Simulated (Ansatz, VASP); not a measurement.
## HfO2: VASP beside Ansatz

File INCAR:

```
ALGO = Normal
EDIFF = 1E-7
ENCUT = 520
GGA = PS
GGA_COMPAT = F
ISIF = 2
ISMEAR = -1
LASPH = T
LCHARG = T
LMAXMIX = 4
LNONCOLLINEAR = T
LORBIT = 11
LORBMOM = T
LREAL = F
LSORBIT = T
LVHAR = T
LWAVE = F
MAGMOM = 0 0 0 0 0 0 0 0 0 0 0 0 0 0 0 0 0 0
NBANDS = 60
NELM = 150
PREC = Accurate
SIGMA = 0.05
```

The input KPOINTS:

```
k-points
0
Gamma
  6 6 4
```

POSCAR

```
HfO2
1.0
    3.5580193300      0.0000000000      0.0000000000
    0.0000000000      3.5580193300      0.0000000000
    0.0000000000      0.0000000000      5.1718612100
Hf O
2 4
Direct
    0.0000000000      0.0000000000      0.0000000000
    0.5000000000      0.5000000000      0.5000000000
    0.0000000000      0.5000000000      0.1972078800
    0.5000000000      0.0000000000      0.3027921200
    0.5000000000      0.0000000000      0.8027921200
    0.0000000000      0.5000000000      0.6972078800
```

Contents of input.yaml:

```yaml
crystal:
  lattice:
    - [3.55801933, 0.0, 0.0]
    - [0.0, 3.55801933, 0.0]
    - [0.0, 0.0, 5.17186121]
  atoms:
    - { symbol: Hf, position: [0.0, 0.0, 0.0] }
    - { symbol: Hf, position: [0.5, 0.5, 0.5] }
    - { symbol: O, position: [0.0, 0.5, 0.19720788] }
    - { symbol: O, position: [0.5, 0.0, 0.30279212] }
    - { symbol: O, position: [0.5, 0.0, 0.80279212] }
    - { symbol: O, position: [0.0, 0.5, 0.69720788] }
hamiltonian:
  xc: pbesol
  pseudopotentials: { kind: paw_fr }
magnetization:
  noncollinear: true
  spin_orbit: true
kpoints:
  mp_grid: { grid: [6, 6, 4] }
  band_path:
    path:
      - [[0.0, 0.0, 0.0], [0.0, 0.5, 0.0], [0.5, 0.5, 0.0], [0.0, 0.0, 0.0], [0.0, 0.0, 0.5], [0.0, 0.5, 0.5], [0.5, 0.5, 0.5], [0.0, 0.0, 0.5]]
      - [[0.0, 0.5, 0.0], [0.0, 0.5, 0.5]]
      - [[0.5, 0.5, 0.0], [0.5, 0.5, 0.5]]
    npoints: 14
scf:
  occupations: { method: fermi_dirac, width: 0.05 }
  n_extra_bands: 15
output:
  forces: true
  stress: true
  eigenvalues: true
  fatbands: true
  write_density: true
  write_potential: true
  elf: true
  volumetric_format: npy
```

Alike in both runs: functional PBEsol; k mesh 6 × 6 × 4; occupations fermi-dirac, width 0.05 eV; non-collinear spin, spin-orbit coupling.

|  | VASP | Ansatz |
| --- | --- | --- |
| version | VASP 6.6.1 | Ansatz 0.2.0 |
| potentials or method | VASP PAW PBE potentials, release 64 (Hf_pv, O) | Ansatz PAW |
| plane-wave cutoff (eV) | 520 | 420 |
| valence electrons in the cell | 44 | 76 |
| task | single point | band structure |

```csv
,VASP,Ansatz,Ansatz less VASP
pressure (GPa),-1.3,1.6,+2.89
"traceless stress, the component that is largest in VASP (GPa)",-0.36,-0.42,-0.058
rms of the force components (eV/Å),0.024,0.036,+0.0125
net moment per atom (μB),0.00,0.00,0.000
```

VASP's potentials were made for PBE, not for PBEsol. Atom by atom the forces differ by 0.013 eV/Å (rms over components). With one functional, cell and mesh, what is left measures potentials, basis and numerics. VASP's potentials hold 44 valence electrons a cell and Ansatz's 76, so a difference there can come from the potentials and not from the codes.
